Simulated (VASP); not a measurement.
# TiH (P4_2/mmc) in VASP: notebook, part 2 of 2

VASP 6.6.1. Earlier steps stand in the parts before.

## 3. Single point, r2SCAN

This run uses another cell than the first one, of 10.32 Å³/atom.

POSCAR

```
TiH
1.0
    2.9862800987      0.0000000000      0.0000000000
    0.0000000000      2.9862800987      0.0000000000
    0.0000000000      0.0000000000      4.6282544853
Ti H
2 2
Direct
    0.5000000000      0.0000000000      0.5000000000
    0.0000000000      0.5000000000      0.0000000000
    0.0000000000      0.0000000000      0.2500000000
    0.0000000000      0.0000000000      0.7500000000
```

INCAR.step1

```
SYSTEM = TiH
ALGO     = Normal         ! electronic algorithm
EDIFF    = 1E-4           ! SCF threshold, eV
ENCUT    = 520            ! plane-wave cutoff, eV
GGA      = PE             ! functional
ISMEAR   = -1             ! smearing method
LASPH    = .True.         ! aspherical terms in the spheres
LCHARG   = .False.        ! write CHGCAR
LREAL    = .False.        ! projectors in reciprocal space
LWAVE    = .True.         ! write WAVECAR
NBANDS   = 21             ! bands
NELM     = 100            ! most SCF steps
PREC     = Accurate       ! precision mode
SIGMA    = 0.1            ! smearing width, eV
```

INCAR.step2

```
SYSTEM = TiH
ALGO     = Normal         ! electronic algorithm
EDIFF    = 1E-6           ! SCF threshold, eV
ENCUT    = 520            ! plane-wave cutoff, eV
ISIF     = 2              ! what is computed and relaxed
ISMEAR   = -1             ! smearing method
ISTART   = 1            
LASPH    = .True.         ! aspherical terms in the spheres
LCHARG   = .True.         ! write CHGCAR
LELF     = .True.         ! ELF
LMIXTAU  = .True.       
LREAL    = .False.        ! projectors in reciprocal space
LVHAR    = .True.       
LWAVE    = .False.        ! write WAVECAR
METAGGA  = R2SCAN         ! meta-GGA
NBANDS   = 21             ! bands
NELM     = 100            ! most SCF steps
PREC     = Accurate       ! precision mode
SIGMA    = 0.1            ! smearing width, eV
```

KPOINTS

```
k-points
0
Gamma
  8 8 5
  0 0 0
```

Potentials or basis: VASP PAW PBE potentials, release 64 (Ti_sv, H).

Launch:

```sh
$ cat potpaw_PBE.64/Ti_sv/POTCAR potpaw_PBE.64/H/POTCAR > POTCAR
$ cp INCAR.step1 INCAR
$ mpirun -np 1 vasp_std > vasp.out
$ cp INCAR.step2 INCAR
$ mpirun -np 1 vasp_std > vasp.out
```

OUTCAR:

```text
SYSTEM = TiH
   EDIFF = 1E-6
   ENCUT = 520
   ISIF = 2
   ISMEAR = -1
   ISTART = 1
   LASPH = .True.
   LREAL = .False.
   METAGGA = R2SCAN
   NELM = 100
   PREC = Accurate

 ion  position               nearest neighbor table
   1  0.500  0.000  0.500-   3 1.89   4 1.89   3 1.89   4 1.89
   2  0.000  0.500  0.000-   3 1.89   4 1.89   3 1.89   4 1.89
   3  0.000  0.000  0.250-   1 1.89   2 1.89   2 1.89   1 1.89
   4  0.000  0.000  0.750-   1 1.89   2 1.89   2 1.89   1 1.89

  LATTYP: Found a simple tetragonal cell.
 ALAT       =     2.9862800987
 C/A-ratio  =     1.5498393762

  Lattice vectors:

 A1 = (   2.9862800987,   0.0000000000,   0.0000000000)
 A2 = (   0.0000000000,   2.9862800987,   0.0000000000)
 A3 = (   0.0000000000,   0.0000000000,   4.6282544853)

Analysis of symmetry for initial positions (statically):
=====================================================================
 Subroutine PRICEL returns:
 Original cell was already a primitive cell.

 Routine SETGRP: Setting up the symmetry group for a
 simple tetragonal supercell.

 Subroutine GETGRP returns: Found 16 space group operations
 (whereof  8 operations were pure point group operations)
 out of a pool of 16 trial point group operations.
[... 172 lines left out ...]
 cond. band min:       7.3040594799   @ k =   0.5000   0.3750   0.4000
 fundamental gap:      0.0456207807
 Fermi energy:         7.2653876838

 k-point     1 :       0.0000    0.0000    0.0000
  band No.  band energies     occupation
      1     -52.1660      2.00000
      2     -52.0928      2.00000
      3     -27.5413      2.00000
      4     -27.2555      2.00000
      5     -27.2555      2.00000
      6     -27.1413      2.00000
[... 565 lines left out ...]
     20      10.9164      0.00000
     21      13.2272      0.00000

 [... further k-points ...]

------------------------ aborting loop because EDIFF is reached ----------------------------------------

  FORCE on cell =-STRESS in cart. coord.  units (eV):
  Direction    XX          YY          ZZ          XY          YZ          ZX
  --------------------------------------------------------------------------------------
  -------------------------------------------------------------------------------------
  Total       -1.1718967     -1.1718967     -1.3596653      0.0000000      0.0000000      0.0000000
  in kB      -45.4905951    -45.4905951    -52.7793783      0.0000000      0.0000000      0.0000000
  external PRESSURE =     -47.9201895 kB  Pullay stress =       0.0000000 kB

 VOLUME and BASIS-vectors are now :
 -----------------------------------------------------------------------------
  energy-cutoff  :      520.00
  volume of cell :       41.27
      direct lattice vectors                 reciprocal lattice vectors
     2.986280099  0.000000000  0.000000000     0.334864771  0.000000000  0.000000000
     0.000000000  2.986280099  0.000000000     0.000000000  0.334864771  0.000000000
     0.000000000  0.000000000  4.628254485     0.000000000  0.000000000  0.216064178

 POSITION                                       TOTAL-FORCE (eV/Angst)
 -----------------------------------------------------------------------------------
      1.49314      0.00000      2.31413         0.000000      0.000000      0.000000
      0.00000      1.49314      0.00000         0.000000      0.000000      0.000000
      0.00000      0.00000      1.15706         0.000000      0.000000     -0.000000
      0.00000      0.00000      3.47119         0.000000      0.000000      0.000000
 -----------------------------------------------------------------------------------
    total drift:                                0.000000      0.000000     -0.000000

  FREE ENERGIE OF THE ION-ELECTRON SYSTEM (eV)
  ---------------------------------------------------
  free  energy   TOTEN  =       -34.5154648659 eV

  energy  without entropy=      -34.4482076542  energy(sigma->0) =      -34.48183626
```

Wall time 64 s (1 thread of Intel Xeon 6975P-C (Granite Rapids), shared host); peak memory 0.17 GiB.

Results:

```yaml
Free_energy: -34.5155 eV
Pressure: -4.8 GPa
Band_gap_on_the_k_mesh: zero (bands 13 and 14 overlap by 0.43 eV)
```

Stress tensor (GPa, compression positive):
```
-4.55  0.00  0.00
 0.00 -4.55  0.00
 0.00  0.00 -5.28
```

Caveat: the cell stands under tension; the PAW data sets were made with another functional, which shifts forces and pressure a little.

## 4. Single point, r2SCAN

This run uses another cell than the first one, of 10.52 Å³/atom.

POSCAR

```
TiH
1.0
    3.0053015039      0.0000000000      0.0000000000
    0.0000000000      3.0053015039      0.0000000000
    0.0000000000      0.0000000000      4.6577346080
Ti H
2 2
Direct
    0.5000000000      0.0000000000      0.5000000000
    0.0000000000      0.5000000000      0.0000000000
    0.0000000000      0.0000000000      0.2500000000
    0.0000000000      0.0000000000      0.7500000000
```

INCAR.step1

```
SYSTEM = TiH
PREC = Accurate
ENCUT = 520
ISMEAR = -1
SIGMA = 0.1
LREAL = .False.
LASPH = .True.
NELM = 60
NBANDS = 21
GGA = PE
ALGO = Normal
EDIFF = 1E-4
LWAVE = .True.
LCHARG = .False.
```

INCAR.step2

```
SYSTEM = TiH
PREC = Accurate
ENCUT = 520
EDIFF = 1E-6
ISMEAR = -1
SIGMA = 0.1
LREAL = .False.
LASPH = .True.
NELM = 60
ALGO = Normal
ISIF = 2
LWAVE = .False.
LCHARG = .False.
METAGGA = R2SCAN
LMIXTAU = .True.
NBANDS = 21
ISTART = 1
```

KPOINTS

```
regular mesh
0
Gamma
  8 8 5
  0 0 0
```

Launch:

```sh
$ cat potpaw_PBE.64/Ti_sv/POTCAR potpaw_PBE.64/H/POTCAR > POTCAR
$ cp INCAR.step1 INCAR
$ mpirun -np 1 vasp_std > vasp.out
$ cp INCAR.step2 INCAR
$ mpirun -np 1 vasp_std > vasp.out
```

Run time: 62 s. Hardware: 1 thread of Intel Xeon 6975P-C (Granite Rapids), shared host; peak memory 0.18 GiB.

The run converged. Its results:

* Free energy: -34.4873 eV
* Pressure: -6.9 GPa
* Band gap on the k mesh: zero (bands 13 and 14 overlap by 0.43 eV)

Stress tensor (GPa, compression positive):
```
-6.63  0.00  0.00
 0.00 -6.63  0.00
 0.00  0.00 -7.55
```

Levels at points of the mesh, in eV from the Fermi level:
```csv
k point,band 9,band 10,band 11,band 12,band 13,band 14,band 15,band 16,band 17,band 18
"(0.00, 0.00, 0.00)",-9.49,-4.36,-2.65,-2.44,0.05,0.66,0.66,1.62,2.42,3.01
"(0.50, 0.00, 0.00)",-7.23,-5.44,-2.40,-0.78,-0.52,-0.06,1.45,1.59,1.77,2.10
"(0.50, 0.50, 0.00)",-6.28,-4.92,-2.46,-2.46,-1.46,2.51,2.62,2.85,2.85,2.87
```

Caveat: the cell stands under tension; the PAW data sets were made with another functional, which shifts forces and pressure a little.

## 5. Overview

```tsv
cell	gap on the mesh (eV)	pressure (GPa)
a = 2.967, b = 2.967, c = 4.598 Å, 4 atoms	none	-2.4
a = 2.986, b = 2.986, c = 4.628 Å, 4 atoms	none	-4.8
a = 3.005, b = 3.005, c = 4.658 Å, 4 atoms	none	-6.9
```

Alike in all rows: task single point; level r2SCAN; potentials or basis VASP PAW PBE potentials, release 64 (Ti_sv, H); no spin polarisation; k mesh 8 × 8 × 5; cutoff (eV) 520; smearing fermi-dirac 0.1 eV.

Caveats: the PAW data sets were made with another functional, which shifts forces and pressure a little; the cell stands under tension (at least some runs).

Total energies depend on the potentials used, so only differences within one code and one set of settings carry meaning.

The gap in the log of VASP goes by the Fermi energy; the results here count the filled bands.